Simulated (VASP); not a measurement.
# AlNi (Cmmm) in VASP: notebook, part 2 of 2

VASP 6.6.1.

**4. Relaxation of cell and atoms, LDA**

INCAR reads:

```
  PREC = Accurate
  ENCUT = 600
  EDIFF = 1E-6
  ISMEAR = 0
  SIGMA = 0.1
  LREAL = F
  LASPH = T
  NELM = 60
  ALGO = Fast
  ISIF = 3
  LWAVE = F
  LCHARG = F
  GGA = CA
  IBRION = 2
  NSW = 80
  EDIFFG = -0.01
```

KPOINTS reads:

```
regular mesh
0
Gamma
  16 16 14
```

POSCAR reads:

```
AlNi
1.0
    1.9386940000     -1.9531901500      0.0000000000
    1.9386940000      1.9531901500      0.0000000000
    0.0000000000      0.0000000000      3.0994300413
Al Ni
1 1
Direct
    0.0000000000      0.0000000000      0.0000000000
    0.5000000000      0.5000000000      0.5000000000
```

Potentials or basis: VASP PAW LDA potentials, release 64 (Al, Ni).

On the command line:

```sh
$ cat potpaw_LDA.64/Al/POTCAR potpaw_LDA.64/Ni/POTCAR > POTCAR
$ mpirun -np 1 vasp_std > vasp.out
```

OUTCAR:

```text
PREC = Accurate
   ENCUT = 600
   EDIFF = 1E-6
   ISMEAR = 0
   LREAL = F
   LASPH = T
   NELM = 60
   ISIF = 3
   GGA = CA
   IBRION = 2
   NSW = 80
   EDIFFG = -0.01

 ion  position               nearest neighbor table
   1  0.000  0.000  0.000-   2 2.48   2 2.48   2 2.48   2 2.48   2 2.49   2 2.49   2 2.49   2 2.49

   2  0.500  0.500  0.500-   1 2.48   1 2.48   1 2.48   1 2.48   1 2.49   1 2.49   1 2.49   1 2.49

  LATTYP: Found a base centered orthorhombic cell.
 ALAT       =     3.8773880000
 B/A-ratio  =     1.0074772759
 C/A-ratio  =     0.7993603017

  Lattice vectors:

 A1 = (   1.9386940000,  -1.9531901500,   0.0000000000)
 A2 = (   1.9386940000,   1.9531901500,   0.0000000000)
 A3 = (   0.0000000000,   0.0000000000,   3.0994300413)

Analysis of symmetry for initial positions (statically):
=====================================================================
 Subroutine PRICEL returns:
 Original cell was already a primitive cell.

 Routine SETGRP: Setting up the symmetry group for a
 base centered orthorhombic supercell.

 Subroutine GETGRP returns: Found  8 space group operations
 (whereof  8 operations were pure point group operations)
 out of a pool of  8 trial point group operations.

The static configuration has the point symmetry D_2h.

Analysis of symmetry for dynamics (positions and initial velocities):
=====================================================================
 Subroutine PRICEL returns:
 Original cell was already a primitive cell.

 Routine SETGRP: Setting up the symmetry group for a
 base centered orthorhombic supercell.

 Subroutine GETGRP returns: Found  8 space group operations
 (whereof  8 operations were pure point group operations)
 out of a pool of  8 trial point group operations.

[... 146 lines left out ...]
  ---------------------------------------------------
  ext. energy  EPLUGINS =         0.00000000
  ---------------------------------------------------
  free energy    TOTEN  =       -12.14180345 eV

  energy without entropy =      -12.13681929  energy(sigma->0) =      -12.13931137

------------------------ aborting loop because EDIFF is reached ----------------------------------------

  FORCE on cell =-STRESS in cart. coord.  units (eV):
  Direction    XX          YY          ZZ          XY          YZ          ZX
  --------------------------------------------------------------------------------------
  -------------------------------------------------------------------------------------
  Total       -0.2724551     -0.4836743     -1.3898968      0.0000000      0.0000000      0.0000000
  in kB      -18.5968732    -33.0139833    -94.8696956      0.0000000      0.0000000      0.0000000
  external PRESSURE =     -48.8268507 kB  Pullay stress =       0.0000000 kB
[... 89 lines left out ...]
  FREE ENERGIE OF THE ION-ELECTRON SYSTEM (eV)
  ---------------------------------------------------
  free  energy   TOTEN  =       -12.1626574179 eV

  energy  without entropy=      -12.1578869284  energy(sigma->0) =      -12.16027217

[... ionic steps 4 to 10 ...]

--------------------------------------- Ionic step       11  -------------------------------------------

 number of electron      13.0000000 magnetization

------------------------ aborting loop because EDIFF is reached ----------------------------------------
[... 67 lines left out ...]
--------------------------------------- Ionic step       13  -------------------------------------------

 number of electron      12.9999999 magnetization

 Free energy of the ion-electron system (eV)
  ---------------------------------------------------
  ext. energy  EPLUGINS =         0.00000000
  ---------------------------------------------------
  free energy    TOTEN  =       -12.19904792 eV

  energy without entropy =      -12.19566687  energy(sigma->0) =      -12.19735740

 E-fermi :  10.4073     XC(G=0): -12.5424

 val. band max:       10.3886551388   @ k =  -0.2500   0.0625   0.3571
 cond. band min:      10.4217456416   @ k =  -0.4375   0.3125   0.5000
 fundamental gap:      0.0330905028
 Fermi energy:        10.4072903309

 k-point     1 :       0.0000    0.0000    0.0000
  band No.  band energies     occupation
      1      -1.0304      2.00000
      2       6.9285      2.00000
      3       6.9298      2.00000
      4       8.7454      2.00000
      5       8.7468      2.00000
      6       8.7575      2.00000
      7      15.9923      0.00000
      8      16.1488      0.00000
      9      16.1520      0.00000
     10      18.7818      0.00000
[... 287 lines left out ...]
 k-point    24 :      -0.0625    0.0625    0.0000
  band No.  band energies     occupation
      1      -0.8813      2.00000
      2       6.9364      2.00000
      3       6.9539      2.00000
      4       8.6886      2.00000
      5       8.7079      2.00000
      6       8.7234      2.00000
      7      15.2623      0.00000
      8      15.6104      0.00000
      9      16.1903      0.00000
     10      19.1577      0.00000

 [... further k-points ...]
[... 5 lines left out ...]
  --------------------------------------------------------------------------------------
  -------------------------------------------------------------------------------------
  Total        0.0188216     -0.0000470      0.0063334      0.0000000      0.0000000      0.0000000
  in kB        1.3248803     -0.0033054      0.4458135      0.0000000      0.0000000      0.0000000
  external PRESSURE =       0.5891294 kB  Pullay stress =       0.0000000 kB
[... 17 lines left out ...]
  FREE ENERGIE OF THE ION-ELECTRON SYSTEM (eV)
  ---------------------------------------------------
  free  energy   TOTEN  =       -12.1990479218 eV

  energy  without entropy=      -12.1956668750  energy(sigma->0) =      -12.19735740

 reached required accuracy - stopping structural energy minimisation
```

OSZICAR:

```text
N       E                     dE             d eps       ncg     rms          rms(c)
DAV:   1     0.413777375363E+02    0.41378E+02   -0.63308E+03 11736   0.155E+03
DAV:   2    -0.122166700370E+02   -0.53594E+02   -0.50831E+02 11724   0.217E+02
DAV:   3    -0.135933645186E+02   -0.13767E+01   -0.13574E+01 13712   0.447E+01
[... 123 lines left out ...]
DAV:   1    -0.121991077720E+02   -0.70222E-04   -0.10519E-03 13452   0.538E-01    0.668E-02
RMM:   2    -0.121991368253E+02   -0.29053E-04   -0.58129E-04 11680   0.389E-01    0.781E-02
RMM:   3    -0.121990516860E+02    0.85139E-04   -0.20204E-04 11680   0.272E-01    0.166E-02
RMM:   4    -0.121990480711E+02    0.36148E-05   -0.59260E-06 11279   0.321E-02    0.453E-03
RMM:   5    -0.121990479218E+02    0.14937E-06   -0.16884E-06  6890   0.203E-02
  13 F= -.12199048E+02 E0= -.12197357E+02  d E =-.183688E-03
```

CONTCAR:

```text
AlNi
   1.00000000000000
     2.0005979044777340   -2.0015264748597770    0.0000000000000000
     2.0005979044777340    2.0015264748597770    0.0000000000000000
     0.0000000000000000    0.0000000000000000    2.8421064728893786
  Al              Ni
     1     1
Direct
     0.0000000000000000    0.0000000000000000    0.0000000000000000
     0.5000000000000000    0.5000000000000000    0.5000000000000000

  0.00000000E+00  0.00000000E+00  0.00000000E+00
  0.00000000E+00  0.00000000E+00  0.00000000E+00
```

It took 7.7 min on 1 thread of Intel Xeon 6975P-C (Granite Rapids), shared host; peak memory 0.34 GiB.

What came out:

```yaml
Free_energy: -12.1990 eV
Relaxed_volume: 11.38 Å³/atom
Relaxed_cell: a = 2.830 Å, b = 2.830 Å, c = 2.842 Å, α = 90.00°, β = 90.00°, γ = 90.03°
Space_group_after_relaxing_to_0.1_Å: Pm-3m (No. 221)
Energy_gained_by_relaxing: 28.6 meV/atom
Ionic_steps: 13
Pressure_after_relaxing: 0.1 GPa
Band_gap_on_the_k_mesh: zero (an odd number of electrons rules out a gap without spin polarisation)
```

Step by step:
```tsv
step	energy change (eV)	largest force (eV/Å)	pressure (GPa)	volume (Å³)
1	0.0000	0.0000	-4.88	23.47
2	-0.0186	0.0000	4.79	22.27
3	-0.0209	0.0000	2.12	22.56
4	-0.0378	0.0000	2.04	22.60
5	-0.0522	0.0000	1.30	22.63
6	-0.0559	0.0000	1.19	22.64
7	-0.0559	0.0000	1.05	22.64
8	-0.0561	0.0000	-1.72	22.97
9	-0.0571	0.0000	-0.19	22.81
10	-0.0571	0.0000	-0.46	22.83
11	-0.0571	0.0000	-0.30	22.82
12	-0.0572	0.0000	0.00	22.75
13	-0.0572	0.0000	0.06	22.76
```

Final structure:
```yaml
crystal:
  lattice:
    - [2.00060, -2.00153, 0.00000]
    - [2.00060, 2.00153, 0.00000]
    - [0.00000, 0.00000, 2.84211]
  atoms:
    - { symbol: Al, position: [0.00000, 0.00000, 0.00000] }
    - { symbol: Ni, position: [0.50000, 0.50000, 0.50000] }
```

Levels at points of the mesh, in eV from the Fermi level:
```
           k point  band 3  band 4  band 5  band 6  band 7  band 8  band 9  band 10
(0.00, 0.00, 0.00)   -3.48   -1.66   -1.66   -1.65    5.59    5.74    5.74     8.37
(0.50, 0.00, 0.00)   -2.97   -2.43   -2.40   -1.56   -0.67    8.43   10.14    10.29
(0.50, 0.50, 0.00)   -2.94   -2.93   -2.25   -2.25   -1.08    1.59    2.75    12.62
(0.00, 0.00, 0.50)   -2.98   -2.40   -2.40   -1.56   -0.70    8.43   10.27    10.28
(0.50, 0.00, 0.50)   -2.98   -2.95   -2.23   -2.22   -1.09    1.55    2.71    12.73
(0.50, 0.50, 0.50)   -4.34   -1.06   -1.05    1.99    2.00    2.01    4.05     4.71
```

Spin polarisation is off, so any magnetic state and its effect on volume and gap are missing.
